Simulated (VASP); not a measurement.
Write the native input for VASP 6.6.1 that does the following.

* Task: single point
* Functional: RPBE
* Dispersion: D3(BJ)
* Potentials or basis: VASP PAW PBE potentials, release 64 (Nb_sv, P)
* Cutoff: 520 eV
* k mesh: 11 × 11 × 11
* Occupations: fermi-dirac, width 0.1 eV
* Spin: no spin polarisation
* Dipole correction: no
* Further INCAR settings: ALGO = Normal; EDIFF = 1e-06; NBANDS = 26

The structure of NbP lies in POSCAR:

```
NbP
1.0
    5.6882638820     -0.1067723461     -0.0000000001
    3.9575869578      4.0872058667      0.0000000000
   -4.8229254199     -1.9902167603      2.2685180111
Nb P
2 2
Direct
    0.2522592193      0.7522592193      0.5000000000
    0.5022592193      0.5022592193      0.0000000000
    0.8303693507      0.3303693507      0.5000000000
    0.0803693507      0.0803693507      0.0000000000
```

The input as run:

INCAR

```
SYSTEM = NbP
ALGO = Normal ; EDIFF = 1E-6
ENCUT = 520 ; GGA = RP
ISIF = 2 ; ISMEAR = -1
IVDW = 12 ; LASPH = .TRUE.
LCHARG = .FALSE. ; LREAL = .FALSE.
LWAVE = .FALSE. ; NBANDS = 26
NELM = 80 ; PREC = Accurate
SIGMA = 0.1
```

KPOINTS

```
k-points
0
G
  11 11 11
  0 0 0
```

Potentials or basis: VASP PAW PBE potentials, release 64 (Nb_sv, P).

The run is started by

```bash
$ cat potpaw_PBE.64/Nb_sv/POTCAR potpaw_PBE.64/P/POTCAR > POTCAR
$ mpirun -np 1 vasp_std > vasp.out
```

Results of the run:

| Property | Result |
| --- | --- |
| Pressure | -1.0 GPa |
| Largest force | 0.006 eV/Å |
| Band gap on the k mesh | zero (band 18 reaches 13.21 eV, above the bottom of band 19 at 13.15 eV) |
| Dispersion energy per atom | -3.815 eV |

Caveat: the PAW data sets were made with another functional, which shifts forces and pressure a little; pairwise dispersion overbinds metals, which lowers pressure and volume.

It took 4.5 min on 1 thread of AMD EPYC 9R14 (Zen 4), on a shared host, peak memory 0.32 GiB.
